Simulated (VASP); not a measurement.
Set up this calculation in VASP 6.6.1, as the native input.

* Task: single point
* Functional: PBEsol
* Potentials or basis: VASP PAW PBE potentials, release 64 (Si, C)
* Cutoff: 520 eV
* k mesh: 8 × 8 × 6
* Occupations: gaussian, width 0.01 eV
* Spin: no spin polarisation
* Dipole correction: no
* Further INCAR settings: ALGO = Normal; EDIFF = 1e-06; NBANDS = 16

The structure of SiC lies in POSCAR:

```
SiC
1.0
    3.0670539472      0.0000000000      0.0000000000
   -1.5335269736      2.6561466330      0.0000000000
    0.0000000000      0.0000000000      5.0326745675
Si C
2 2
Direct
    0.3333333333      0.6666666667      0.0045910039
    0.6666666667      0.3333333333      0.5045910039
    0.3333333333      0.6666666667      0.3804089961
    0.6666666667      0.3333333333      0.8804089961
```

These files were run (other wordings do the same):

INCAR

```
  PREC = Accurate
  ENCUT = 520
  EDIFF = 1E-6
  ISMEAR = 0
  SIGMA = 0.01
  LREAL = False
  LASPH = True
  NELM = 80
  ALGO = Normal
  ISIF = 2
  LWAVE = False
  LCHARG = True
  GGA = PS
  LELF = True
  LVHAR = True
  NBANDS = 16
```

KPOINTS

```
Automatic mesh
0
Gamma
  8 8 6
```

Potentials or basis: VASP PAW PBE potentials, release 64 (Si, C).

The run is started by

```console
$ cat potpaw_PBE.64/Si/POTCAR potpaw_PBE.64/C/POTCAR > POTCAR
$ mpirun -np 1 vasp_std > vasp.out
```

It gave:

* Pressure: 2.3 GPa
* Band gap on the k mesh: 2.36 eV, indirect (least direct gap 3.87 eV)

Caveat: the PAW data sets were made with another functional, which shifts forces and pressure a little.

Run time: 9.1 s on 1 thread of Intel(R) Xeon(R) 6975P-C (Granite Rapids), with other jobs on the host, peak memory 0.16 GiB.
